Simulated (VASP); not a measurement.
Runs of VASP 6.6.1 on AlN. The structure is that of space group F-43m (No. 216), or close to it. The cells are those of the table. 

| cell | gap on the mesh (eV) | pressure (GPa) |
| --- | --- | --- |
| a = 3.026 Å, angles 60.0°, 2 atoms | (d) | 10.9 |
| a = 3.047 Å, angles 60.0°, 2 atoms | 3.24 | 5.8 |
| a = 3.109 Å, angles 60.0°, 2 atoms | (c) | -6.8 |
| a = 3.129 Å, angles 60.0°, 2 atoms | 3.20 | -10.3 |
| a = 3.068 Å, angles 60.0°, 2 atoms | 3.23 | (a) |
| a = 3.089 Å, angles 60.0°, 2 atoms | 3.22 | -3.0 |
| a = 3.149 Å, angles 60.0°, 2 atoms | (b) | -13.4 |

Alike in all rows: task single point; level LDA; potentials or basis VASP PAW LDA potentials, release 64 (Al, N); no spin polarisation; k mesh 8 × 8 × 8; cutoff (eV) 520; smearing fermi-dirac 0.02 eV.

Question: Estimate the missing entries.

Answer: (a) 1.2; (b) 3.19; (c) 3.21; (d) 3.25.

A k mesh can miss the band edges.
